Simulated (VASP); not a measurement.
Input of a VASP 6.6.1 run:

Contents of INCAR:

```
  PREC = Accurate
  ENCUT = 520
  EDIFF = 1E-7
  ISMEAR = -1
  SIGMA = 0.05
  LREAL = F
  LASPH = T
  NELM = 150
  ALGO = Normal
  ISIF = 2
  LWAVE = F
  LCHARG = F
  ISPIN = 2
  MAGMOM = 2 2
  LORBIT = 11
  LMAXMIX = 4
  GGA = PE
  NBANDS = 20
```

File KPOINTS:

```
Automatic mesh
0
Gamma
  19 19 10
```

File POSCAR:

```
Co
1.0
    2.4675782595      0.0000000000      0.0000000000
   -1.2337891298      2.1369854586      0.0000000000
    0.0000000000      0.0000000000      4.0074867708
Co
2
Direct
    0.3333333333      0.6666666667      0.2500000000
    0.6666666667      0.3333333333      0.7500000000
```

Potentials or basis: VASP PAW PBE potentials, release 64 (Co).

Run with:

```bash
$ cat potpaw_PBE.64/Co/POTCAR > POTCAR
$ mpirun -np 1 vasp_std > vasp.out
```

Problem. What does it give for the pressure?

Solution. 5.3 GPa.

Problem. What does it give for the site moments?

Solution. Co +1.60 μB.

Problem. Predict the net moment.

Solution. 3.16 μB per cell.

Stress tensor (GPa, compression positive):
```
5.85 0.00 0.00
0.00 5.85 0.00
0.00 0.00 4.17
```
